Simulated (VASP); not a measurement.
Set up this calculation in VASP 6.6.1, as the native input.

```yaml
Task: single point
Functional: PBEsol
Potentials_or_basis: VASP PAW PBE potentials, release 64 (Hf_pv, C)
Cutoff: 520 eV
k_mesh: 11 × 11 × 11
Occupations: fermi-dirac, width 0.05 eV
Spin: no spin polarisation
Dipole_correction: no
Further_INCAR_settings: ALGO = Normal; EDIFF = 1e-07; NBANDS = 14
```

The structure of HfC lies in POSCAR:

```
HfC
1.0
    0.0000000000      2.2935772291      2.2935772291
    2.2935772291      0.0000000000      2.2935772291
    2.2935772291      2.2935772291      0.0000000000
Hf C
1 1
Direct
    0.5000000000      0.5000000000      0.5000000000
    0.0000000000      0.0000000000      0.0000000000
```

These files were run (other wordings do the same):

INCAR

```
ALGO     = Normal         # electronic algorithm
EDIFF    = 1E-7           # SCF threshold, eV
ENCUT    = 520            # plane-wave cutoff, eV
GGA      = PS             # functional
ISIF     = 2              # what is computed and relaxed
ISMEAR   = -1             # smearing method
LASPH    = True           # aspherical terms in the spheres
LCHARG   = True           # write CHGCAR
LELF     = True           # ELF
LREAL    = False          # projectors in reciprocal space
LVHAR    = True         
LWAVE    = False          # write WAVECAR
NBANDS   = 14             # bands
NELM     = 80             # most SCF steps
PREC     = Accurate       # precision mode
SIGMA    = 0.05           # smearing width, eV
```

KPOINTS

```
k-points
0
Gamma
  11 11 11
```

Potentials or basis: VASP PAW PBE potentials, release 64 (Hf_pv, C).

Launch:

```bash
$ cat potpaw_PBE.64/Hf_pv/POTCAR potpaw_PBE.64/C/POTCAR > POTCAR
$ mpirun -np 1 vasp_std > vasp.out
```

It gave:

- Pressure: 3.1 GPa
- Band gap on the k mesh: zero (band 7 reaches 7.17 eV, above the bottom of band 8 at 5.70 eV)

Caveat: the PAW data sets were made with another functional, which shifts forces and pressure a little; spin-orbit coupling is left out, which moves the levels of the heavy elements.

Wall time 8.4 s on 1 thread of Intel(R) Xeon(R) Platinum 8488C (Sapphire Rapids) (shared host), peak memory 0.15 GiB.
